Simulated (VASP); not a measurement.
Wanted: the native input for a VASP 6.6.1 run.

```yaml
Task: single point
Functional: PBEsol
Potentials_or_basis: VASP PAW PBE potentials, release 64 (Au)
Cutoff: 520 eV
k_mesh: 20 × 20 × 20
Occupations: fermi-dirac, width 0.15 eV
Spin: no spin polarisation
Dipole_correction: no
Further_INCAR_settings: ALGO = Normal; EDIFF = 1e-06; NBANDS = 12
```

The structure of Au lies in POSCAR:

```
Au
1.0
   -1.6324790817      1.6324790817      1.6324790817
    1.6324790817     -1.6324790817      1.6324790817
    1.6324790817      1.6324790817     -1.6324790817
Au
1
Direct
    0.0000000000      0.0000000000      0.0000000000
```

This cell differs from its parent crystal: volume scaled by 1.02.

These files were run (other wordings do the same):

INCAR

```
  ALGO = Normal
  EDIFF = 1E-6
  ENCUT = 520
  GGA = PS
  ISIF = 2
  ISMEAR = -1
  LASPH = True
  LCHARG = False
  LREAL = False
  LWAVE = False
  NBANDS = 12
  NELM = 60
  PREC = Accurate
  SIGMA = 0.15
```

KPOINTS

```
k-points
0
Gamma
  20 20 20
```

Potentials or basis: VASP PAW PBE potentials, release 64 (Au).

The run is started by

```console
$ cat potpaw_PBE.64/Au/POTCAR > POTCAR
$ mpirun -np 1 vasp_std > vasp.out
```

It gave:

```yaml
Pressure: -3.5 GPa
```

Caveat: the PAW data sets were made with another functional, which shifts forces and pressure a little.

Wall time 26 s on 1 thread of Intel(R) Xeon(R) Platinum 8259CL CPU @ 2.50GHz (Skylake/Cascade Lake), with other jobs on the host, peak memory 0.18 GiB.
